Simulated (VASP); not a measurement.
# Pt (P2_1/m) in VASP: single point with PBE

Aim: the single point of Pt with PBE.

All numbers are computed with VASP 6.6.1; they aren't measurements. Logs are shortened: lines on timing, memory, paths and dates and some standing lists are left out, and cuts for length are marked.

### 1 The cell of the first run

The structure is monoclinic, space group P2_1/m (No. 11). Conventional cell: a = 2.759 Å, b = 4.781 Å, c = 2.759 Å, α = 90.00°, β = 120.00°, γ = 90.00°. Pt (site symmetry m) has 12 Pt at 2.73 to 3.04 Å within 3.6 Å.

### 2 Single point, PBE (mode 1 frozen in at +0.160 Å (largest displacement))

INCAR

```
SYSTEM = Pt
ALGO = Normal
EDIFF = 1E-6
ENCUT = 500
GGA = PE
GGA_COMPAT = .False.
ISIF = 2
ISMEAR = 0
LASPH = .True.
LCHARG = .True.
LELF = .True.
LREAL = .False.
LVHAR = .True.
LWAVE = .False.
NBANDS = 17
NELM = 120
PREC = Accurate
SIGMA = 0.15
```

KPOINTS

```
k-points
0
Gamma
  18 18 10
  0 0 0
```

POSCAR

```
Pt
1.0
    2.7585396153      0.0000000000      0.0000000000
   -1.3792698077      2.3889653842      0.0000000000
    0.0000000000      0.0000000000      4.7813829964
Pt
2
Direct
    0.7246683713      0.3333333333      0.7500000000
    0.2753316287      0.6666666667      0.2500000000
```

Potentials or basis: VASP PAW PBE potentials, release 64 (Pt).

Started as:

```console
$ cat potpaw_PBE.64/Pt/POTCAR > POTCAR
$ mpirun -np 1 vasp_std > vasp.out
```

OUTCAR:

```text
SYSTEM = Pt
   EDIFF = 1E-6
   ENCUT = 500
   GGA = PE
   ISIF = 2
   ISMEAR = 0
   LASPH = .True.
   LREAL = .False.
   NELM = 120
   PREC = Accurate

 ion  position               nearest neighbor table
   1  0.725  0.333  0.750-   2 2.73   2 2.73   2 2.89   2 2.89   2 3.04   2 3.04
   2  0.275  0.667  0.250-   1 2.73   1 2.73   1 2.89   1 2.89   1 3.04   1 3.04

  LATTYP: Found a hexagonal cell.
 ALAT       =     2.7585396153
 C/A-ratio  =     1.7333022770

  Lattice vectors:

 A1 = (   2.7585396153,   0.0000000000,   0.0000000000)
 A2 = (  -1.3792698077,   2.3889653842,   0.0000000000)
 A3 = (   0.0000000000,   0.0000000000,   4.7813829964)

Analysis of symmetry for initial positions (statically):
=====================================================================
 Subroutine PRICEL returns:
 Original cell was already a primitive cell.

 Routine SETGRP: Setting up the symmetry group for a
 hexagonal supercell.

 Subroutine GETGRP returns: Found  4 space group operations
 (whereof  2 operations were pure point group operations)
 out of a pool of 24 trial point group operations.

The static configuration has the point symmetry S_2 .
 The point group associated with its full space group is C_2h.

Analysis of symmetry for dynamics (positions and initial velocities):
=====================================================================
 Subroutine PRICEL returns:
 Original cell was already a primitive cell.

 Routine SETGRP: Setting up the symmetry group for a
 hexagonal supercell.

 Subroutine GETGRP returns: Found  4 space group operations
 (whereof  2 operations were pure point group operations)
 out of a pool of 24 trial point group operations.

The dynamic configuration has the point symmetry S_2 .
 The point group associated with its full space group is C_2h.

 Subroutine INISYM returns: Found  4 space group operations
 (whereof  2 operations are pure point group operations),
 and found     1 'primitive' translations

----------------------------------------------------------------------------------------

                                     Primitive cell

  volume of cell :      31.5096

  direct lattice vectors                    reciprocal lattice vectors
     2.758539615  0.000000000  0.000000000     0.362510654  0.209295624  0.000000000
    -1.379269808  2.388965384  0.000000000     0.000000000  0.418591247  0.000000000
     0.000000000  0.000000000  4.781382996     0.000000000  0.000000000  0.209144509

  length of vectors
     2.758539615  2.758539615  4.781382996     0.418591247  0.418591247  0.209144509

  position of ions in fractional coordinates (direct lattice)
     0.724668371  0.333333333  0.750000000
     0.275331629  0.666666667  0.250000000

  ion indices of the primitive-cell ions
   primitive index   ion index
                 1           1
                 2           2

----------------------------------------------------------------------------------------

 KPOINTS: k-points

Automatic generation of k-mesh.
 Grid dimensions read from file:
 generate k-points for:   18   18   10

 Generating k-lattice:

  Cartesian coordinates                     Fractional coordinates (reciprocal lattice)
     0.020139481  0.011627535  0.000000000     0.055555556 -0.000000000  0.000000000
     0.000000000  0.023255069  0.000000000     0.000000000  0.055555556  0.000000000
     0.000000000  0.000000000  0.020914451     0.000000000  0.000000000  0.100000000

  Length of vectors
     0.023255069  0.023255069  0.020914451

  Shift w.r.t. Gamma in fractional coordinates (k-lattice)
     0.000000000  0.000000000  0.000000000

 Subroutine IBZKPT returns following result:
 ===========================================

 Found    984 irreducible k-points:

 Following reciprocal coordinates:
            Coordinates               Weight
  0.000000  0.000000  0.000000      1.000000
  0.055556  0.000000  0.000000      2.000000
  0.000000  0.055556  0.000000      2.000000
 -0.055556  0.055556  0.000000      2.000000
  0.111111  0.000000  0.000000      2.000000
  0.000000  0.111111  0.000000      2.000000
[... 16 lines left out ...]
  0.444444  0.000000  0.000000      2.000000
  0.000000  0.444444  0.000000      2.000000
 [... further k-points ...]
   k-points           NKPTS =    984   k-points in BZ     NKDIM =    984   number of bands    NBANDS=     17
   number of dos      NEDOS =    301   number of ions     NIONS =      2
   total plane-waves  NPLWV =  14400
   dimension x,y,z NGX =    20 NGY =   20 NGZ =   36
   dimension x,y,z NGXF=    40 NGYF=   40 NGZF=   72
   ions per type =               2
   NGX,Y,Z   is equivalent  to a cutoff of  12.05, 12.05, 12.52 a.u.
   NGXF,Y,Z  is equivalent  to a cutoff of  24.11, 24.11, 25.03 a.u.
 SYSTEM =  Pt
   PREC   = accura    normal or accurate (medium, high low for compatibility)
   ISTART =      0    job   : 0-new  1-cont  2-samecut
   ICHARG =      2    charge: 1-file 2-atom 10-const
   ISPIN  =      1    spin polarized calculation?
   LNONCOLLINEAR =      F non collinear calculations
   LSORBIT =      F    spin-orbit coupling
   LASPH  =      T    aspherical Exc in radial PAW
   ENCUT  =  500.0 eV  36.75 Ry    6.06 a.u.   5.03  5.03  8.72*2*pi/ulx,y,z
   NELM   =    120;   NELMIN=  2; NELMDL= -5     # of ELM steps
   EDIFF  = 0.1E-05   stopping-criterion for ELM
   LREAL  =      F    real-space projection
   EDIFFG = 0.1E-04   stopping-criterion for IOM
   NSW    =      0    number of steps for IOM
   IBRION =     -1    ionic relax: 0-MD 1-quasi-New 2-CG
   NFREE  =      0    steps in history (QN), initial steepest desc. (CG)
   ISIF   =      2    stress and relaxation
   ISYM   =      2    0-nonsym 1-usesym 2-fastsym
   POTIM  = 0.5000    time-step for ionic-motion
   TEBEG  =    0.0;   TEEND  =   0.0 temperature during run
   PSTRESS=    0.0 pullay stress
   NELECT =      20.0000    total number of electrons
   NUPDOWN=      -1.0000    fix difference up-down
   EMIN   =  10.00;   EMAX   =-10.00  energy-range for DOS
   EFERMI =   0.00;   METHOD = LEGACY
   ISMEAR =     0;   SIGMA  =   0.15  broadening in eV -4-tet -1-fermi 0-gaus
   EFERMI_NEDOS =   21; number of points for ismear=-14 and -15
   IALGO  =     38    algorithm
   IMIX   =      4    mixing-type and parameters
     AMIX     =   0.40;   BMIX     =  1.00
     AMIX_MAG =   1.60;   BMIX_MAG =  1.00
  volume/ion in A,a.u.               =      15.75       106.32
  Fermi-wavevector in a.u.,A,eV,Ry     =   1.406924  2.658701 26.931848  1.979435
  Thomas-Fermi vector in A             =   2.529235
   LORBIT       =      0    0 simple, 1 ext, 2 COOP (PROOUT), +10 PAW based schemes
   GGA     = PE    functional components
   LHFCALC =     F    Hartree Fock is set to
   AEXX    =    0.0000 exact exchange contribution
   IVDW    =     0    specifies the selected vdW correction
   LEPSILON=     F    determine dielectric tensor
   LRPA    =     F    only Hartree local field effects (RPA)
 non-spin polarized calculation
 Gauss-broadening in eV      SIGMA  =   0.15
  energy-cutoff  :      500.00
  volume of cell :       31.51
 maximum number of plane-waves:       825
   NGX =  9   NGY =  9   NGZ = 17

 number of electron      20.0000002 magnetization

 Free energy of the ion-electron system (eV)
  ---------------------------------------------------
  ext. energy  EPLUGINS =         0.00000000
  ---------------------------------------------------
  free energy    TOTEN  =       -12.10403995 eV

  energy without entropy =      -12.07042004  energy(sigma->0) =      -12.08722999

 E-fermi :  10.4256     XC(G=0): -13.2197

 val. band max:       10.4238347818   @ k =  -0.0556   0.1111   0.1000
 cond. band min:      10.4272219648   @ k =   0.3889   0.1111   0.0000
 fundamental gap:      0.0033871830
 Fermi energy:        10.4256050896

 k-point     1 :       0.0000    0.0000    0.0000
  band No.  band energies     occupation
      1       0.7113      2.00000
      2       3.3773      2.00000
      3       6.1802      2.00000
      4       6.9195      2.00000
      5       7.1505      2.00000
      6       7.2821      2.00000
[... 9 lines left out ...]
     16      27.1918      0.00000
     17      30.7260      0.00000

 k-point     2 :       0.0556    0.0000    0.0000
  band No.  band energies     occupation
      1       0.8248      2.00000
      2       3.4866      2.00000
      3       6.1898      2.00000
      4       6.8808      2.00000
      5       7.2206      2.00000
      6       7.3655      2.00000
[... 9 lines left out ...]
     16      27.3815      0.00000
     17      30.2113      0.00000

 k-point     3 :       0.0000    0.0556    0.0000
  band No.  band energies     occupation
      1       0.8238      2.00000
      2       3.4828      2.00000
      3       6.2063      2.00000
      4       6.9114      2.00000
      5       7.1952      2.00000
      6       7.2693      2.00000
[... 9 lines left out ...]
     16      27.3452      0.00000
     17      30.0221      0.00000

 k-point     4 :      -0.0556    0.0556    0.0000
  band No.  band energies     occupation
      1       0.8219      2.00000
      2       3.4748      2.00000
      3       6.2046      2.00000
      4       7.0015      2.00000
      5       7.1161      2.00000
      6       7.2501      2.00000
[... 9 lines left out ...]
     16      27.2410      0.00000
     17      30.2893      0.00000
[... 343 lines left out ...]
      1       3.5999      2.00000
      2       4.1610      2.00000
      3       4.6876      2.00000
      4       7.0323      2.00000
      5       7.2529      2.00000
      6       7.8709      2.00000
[... 9 lines left out ...]
     16      23.7192      0.00000
     17      25.3910      0.00000

 k-point    23 :       0.4444    0.0000    0.0000
  band No.  band energies     occupation
      1       4.0723      2.00000
      2       4.4474      2.00000
      3       5.2673      2.00000
      4       6.2650      2.00000
      5       6.8025      2.00000
      6       7.5137      2.00000
[... 9 lines left out ...]
     16      22.8862      0.00000
     17      22.9447      0.00000

 k-point    24 :       0.0000    0.4444    0.0000
  band No.  band energies     occupation
      1       4.0350      2.00000
      2       4.2125      2.00000
      3       4.8100      2.00000
      4       6.9723      2.00000
      5       7.0049      2.00000
      6       7.6954      2.00000
[... 9 lines left out ...]
     16      23.4183      0.00000
     17      24.1635      0.00000

 [... further k-points ...]

------------------------ aborting loop because EDIFF is reached ----------------------------------------

  FORCE on cell =-STRESS in cart. coord.  units (eV):
  Direction    XX          YY          ZZ          XY          YZ          ZX
  --------------------------------------------------------------------------------------
  -------------------------------------------------------------------------------------
  Total        0.1108652     -0.2090306      0.3561808      0.1302267      0.0000000      0.0000000
  in kB        5.6371948    -10.6286427     18.1108338      6.6216769      0.0000000      0.0000000
  external PRESSURE =       4.3731286 kB  Pullay stress =       0.0000000 kB

 VOLUME and BASIS-vectors are now :
 -----------------------------------------------------------------------------
  energy-cutoff  :      500.00
  volume of cell :       31.51
      direct lattice vectors                 reciprocal lattice vectors
     2.758539615  0.000000000  0.000000000     0.362510654  0.209295624  0.000000000
    -1.379269808  2.388965384  0.000000000     0.000000000  0.418591247  0.000000000
     0.000000000  0.000000000  4.781382996     0.000000000  0.000000000  0.209144509

 POSITION                                       TOTAL-FORCE (eV/Angst)
 -----------------------------------------------------------------------------------
      1.53927      0.79632      3.58604        -0.028299     -0.228780      0.000000
     -0.16000      1.59264      1.19535         0.028299      0.228780     -0.000000
 -----------------------------------------------------------------------------------
    total drift:                                0.000000     -0.000000     -0.000000

  FREE ENERGIE OF THE ION-ELECTRON SYSTEM (eV)
  ---------------------------------------------------
  free  energy   TOTEN  =       -12.1040399479 eV

  energy  without entropy=      -12.0704200404  energy(sigma->0) =      -12.08722999
```

Run time: 8.4 min. Hardware: 1 thread of Intel Xeon 8259CL, shared host; peak memory 0.5 GiB.

What came out:

```yaml
Free_energy: -12.1040 eV
Pressure: 0.4 GPa
Largest_force: 0.231 eV/Å
Band_gap_on_the_k_mesh: zero (band 10 reaches 10.99 eV, above the bottom of band 11 at 9.55 eV)
```

Forces on the atoms (eV/Å):
```
Pt  -0.028 -0.229  0.000
Pt   0.028  0.229  0.000
```

Levels at points of the mesh, in eV from the Fermi level:
```tsv
k point	band 8	band 9	band 10	band 11	band 12	band 13
(0.00, 0.00, 0.00)	-2.30	-1.12	-0.90	-0.70	0.18	4.81
(0.50, 0.00, 0.00)	-0.20	0.21	0.56	2.87	3.17	8.21
(0.00, 0.50, 0.00)	-0.50	0.31	0.45	2.26	3.75	7.23
(0.50, 0.50, 0.00)	-0.05	0.35	0.42	1.63	4.27	6.50
(0.00, 0.00, 0.50)	-3.30	-1.00	-1.00	-0.72	-0.72	11.91
(0.50, 0.00, 0.50)	0.05	0.39	0.39	0.95	0.95	6.88
(0.00, 0.50, 0.50)	-0.60	0.39	0.39	1.73	1.73	6.48
(0.50, 0.50, 0.50)	-1.40	0.40	0.40	2.48	2.48	5.85
```

Caveat: the cell differs from its parent crystal (mode 1 frozen in at +0.160 Å (largest displacement)); spin-orbit coupling is left out, which moves the levels of the heavy elements.
